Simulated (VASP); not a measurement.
# MgO: single point with LDA

The system is MgO.

```
Mg O
1.0
     2.89831    0.00000    0.00000
    -1.44916    2.51001    0.00000
     0.00000    0.00000    2.64346
Mg O
1 1
Direct
  0.00000 0.00000 0.00000
  0.33333 0.66667 0.50000
```

This cell differs from its parent crystal: volume scaled by 0.96.

```yaml
Program: VASP 6.6.1
Task: single point
Functional: LDA
Potentials_or_basis: VASP PAW LDA potentials, release 64 (Mg, O)
Cutoff: 520 eV
k_mesh: 10 × 10 × 10
Occupations: fermi-dirac, width 0.05 eV
Spin: no spin polarisation
Dipole_correction: no
Further_INCAR_settings: ALGO = Normal; EDIFF = 1e-06; NBANDS = 11
```

- Pressure: -5.7 GPa
- Band gap on the k mesh: 3.26 eV, indirect (least direct gap 3.67 eV)

Stress tensor (GPa, compression positive):
```
-5.60  0.00  0.00
 0.00 -5.60  0.00
 0.00  0.00 -5.85
```

Levels at points of the mesh, in eV from the valence-band top:
```
           k point  band 2  band 3  band 4  band 5  band 6  band 7
(0.00, 0.00, 0.00)   -0.63   -0.63   -0.41    3.26   11.76   15.64
(0.50, 0.00, 0.00)   -5.14   -1.38   -0.04    6.64   10.83   13.17
(0.00, 0.00, 0.50)   -5.62   -0.09   -0.09    8.52    9.20   17.60
(0.50, 0.00, 0.50)   -3.91   -3.54   -0.87    5.74   11.49   14.27
```

Wall time 22 s on 1 thread of Intel Xeon 8259CL, with other jobs on the host, peak memory 0.14 GiB.

 A k mesh can miss the band edges.
